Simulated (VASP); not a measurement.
A run of VASP 6.6.1:

Contents of INCAR:

```
ALGO = Normal ; EDIFF = 1E-6
ENCUT = 520 ; GGA = PE
ISIF = 2 ; ISMEAR = 0
ISPIN = 2 ; LASPH = T
LCHARG = F ; LMAXMIX = 4
LORBIT = 11 ; LREAL = F
LWAVE = F ; MAGMOM = -0.01 0.16
NBANDS = 17 ; NELM = 150
PREC = Accurate ; SIGMA = 0.15
```

KPOINTS

```
k-points
0
Gamma
  16 16 16
```

POSCAR

```
AlCo
1.0
    2.8194032100      0.0000000000      0.0000000000
    0.0000000000      2.8194032100      0.0000000000
    0.0000000000      0.0000000000      2.9321793384
Al Co
1 1
Direct
    0.0000000000      0.0000000000      0.0000000000
    0.5000000000      0.5000000000      0.5000000000
```

Potentials or basis: VASP PAW PBE potentials, release 64 (Al, Co).

Command:

```bash
$ cat potpaw_PBE.64/Al/POTCAR potpaw_PBE.64/Co/POTCAR > POTCAR
$ mpirun -np 1 vasp_std > vasp.out
```

Hardware: 1 thread of Intel(R) Xeon(R) 6975P-C (Granite Rapids), on a shared host.

How long does it take, and how much memory?

Wall time 88 s on 1 thread of Intel(R) Xeon(R) 6975P-C (Granite Rapids), on a shared host, peak memory 0.34 GiB. Counts: scf iterations 13, k points 405.
